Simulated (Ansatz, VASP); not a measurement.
## KI: VASP beside Ansatz

Contents of INCAR:

```
PREC = Accurate
ENCUT = 520
EDIFF = 1E-7
ISMEAR = 0
SIGMA = 0.05
LREAL = F
LASPH = T
NELM = 80
ALGO = Normal
ISIF = 2
LWAVE = F
LCHARG = F
GGA = CA
NBANDS = 15
```

The input KPOINTS:

```
Automatic mesh
0
Gamma
  6 6 6
```

Contents of POSCAR:

```
KI
1.0
    0.0000000000      3.5020028408      3.4109309835
    3.5020028408      0.0000000000      3.4109309835
    3.5020028408      3.5020028408      0.0000000000
K I
1 1
Direct
    0.0000000000      0.0000000000      0.0000000000
    0.5000000000      0.5000000000      0.5000000000
```

Input for Ansatz:

```yaml
crystal:
  lattice:
    - [0.0, 3.5020028408, 3.4109309835]
    - [3.5020028408, 0.0, 3.4109309835]
    - [3.5020028408, 3.5020028408, 0.0]
  atoms:
    - { symbol: K, position: [0.0, 0.0, 0.0] }
    - { symbol: I, position: [0.5, 0.5, 0.5] }
basis:
  ecutwfc: 420
kpoints:
  mp_grid: { grid: [6, 6, 6] }
hamiltonian:
  xc: lda
  pseudopotentials: { kind: paw }
scf:
  occupations: { method: gaussian, width: 0.05 }
output:
  forces: true
  stress: true
  eigenvalues: true
```

Change from the starting cell: mode 6 frozen in at +0.000 Å, equal normal strain along x and y +0.0267.

Alike in both runs: task single point; functional LDA; k mesh 6 × 6 × 6; occupations gaussian, width 0.05 eV; no spin polarisation.

|  | VASP | Ansatz |
| --- | --- | --- |
| version | VASP 6.6.1 | Ansatz 0.2.0 |
| potentials or method | VASP PAW LDA potentials, release 64 (K_sv, I), cutoff 520 eV | scalar-relativistic, plane waves, PAW |
| valence electrons in the cell | 16 | 26 |

Ansatz gave:

- gap on the k mesh at the Fermi level (eV): 3.72
- least direct gap on the mesh (eV): 3.72
- pressure (GPa): -0.7
- traceless stress, the component that is largest in VASP (GPa): 0.51

Question: Which values does VASP return?

Answer: gap on the k mesh at the Fermi level (eV): 3.73; least direct gap on the mesh (eV): 3.73; pressure (GPa): -0.7; traceless stress, the component that is largest in VASP (GPa): 0.52.

LDA's correlation is that of Perdew and Zunger in VASP and of Perdew and Wang (1992) in Ansatz. VASP's potentials hold 16 valence electrons a cell and Ansatz's 26, so a difference there can come from the potentials and not from the codes.

Spin-orbit coupling is off throughout.
